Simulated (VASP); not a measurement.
Crystal: Al.

```
CELL_PARAMETERS angstrom
0.00000 2.81947 2.81947
2.81947 0.00000 2.81947
2.81947 2.81947 0.00000
ATOMIC_POSITIONS crystal
Al 0.12500 0.12500 0.12500
Al 0.87500 0.87500 0.87500
```

| Property | Result |
| --- | --- |
| Program | VASP 6.6.1 |
| Task | relaxation of cell and atoms |
| Functional | PBEsol |
| Potentials or basis | VASP PAW PBE potentials, release 64 (Al) |
| Cutoff | 600 eV |
| k mesh | 10 × 10 × 10 |
| Occupations | fermi-dirac, width 0.1 eV |
| Spin | no spin polarisation |

At the start: pressure 10.7 GPa; volume 22.41 Å³/atom.

Q: Where does the relaxation end?

A: Over 3 steps the energy falls by 130.8 meV/atom and the volume is 26.93 Å³/atom (+20.1 %); space group Fd-3m (No. 227, to 0.05 Å).

The path:
```tsv
step	energy change (eV)	largest force (eV/Å)	pressure (GPa)	volume (Å³)
1	0.0000	0.0000	10.75	44.83
2	-0.2574	0.0000	-0.95	55.31
3	-0.2616	0.0000	0.06	53.85
```

Final structure:
```yaml
crystal:
  lattice:
    - [0.00000, 2.99730, 2.99730]
    - [2.99730, 0.00000, 2.99730]
    - [2.99730, 2.99730, 0.00000]
  atoms:
    - { symbol: Al, position: [0.12500, 0.12500, 0.12500] }
    - { symbol: Al, position: [0.87500, 0.87500, 0.87500] }
```

Caveat: the volume moved by over 15 % at a fixed basis, so the end points are rough; the PAW data sets were made with another functional, which shifts forces and pressure a little.
